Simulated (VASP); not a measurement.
Write the native input for VASP 6.6.1 that does the following.

- Task: single point
- Functional: PBE
- Potentials or basis: VASP PAW PBE potentials, release 64 (Ga_d, As)
- Cutoff: 520 eV
- k mesh: 8 × 8 × 8
- Occupations: fermi-dirac, width 0.02 eV
- Spin: no spin polarisation
- Dipole correction: no
- Further INCAR settings: ALGO = Normal; EDIFF = 1e-06; NBANDS = 16

The structure of GaAs lies in POSCAR:

```
GaAs
1.0
    0.0000000000      2.8722543143      2.8722543143
    2.8722543143      0.0000000000      2.8722543143
    2.8722543143      2.8722543143      0.0000000000
Ga As
1 1
Direct
    0.0000000000      0.0000000000      0.0000000000
    0.2500000000      0.2500000000      0.2500000000
```

The input as run:

INCAR

```
SYSTEM = GaAs
ALGO = Normal
EDIFF = 1E-6
ENCUT = 520
GGA = PE
ISIF = 2
ISMEAR = -1
LASPH = .True.
LCHARG = .True.
LELF = .True.
LREAL = .False.
LVHAR = .True.
LWAVE = .False.
NBANDS = 16
NELM = 60
PREC = Accurate
SIGMA = 0.02
```

KPOINTS

```
k-points
0
Gamma
  8 8 8
  0 0 0
```

Potentials or basis: VASP PAW PBE potentials, release 64 (Ga_d, As).

Run with:

```console
$ cat potpaw_PBE.64/Ga_d/POTCAR potpaw_PBE.64/As/POTCAR > POTCAR
$ mpirun -np 1 vasp_std > vasp.out
```

Results of the run:

- Pressure: 0.2 GPa
- Band gap on the k mesh: 0.17 eV, direct

Run time: 40 s on 1 thread of AMD EPYC 7R13, on a shared host, peak memory 0.15 GiB.
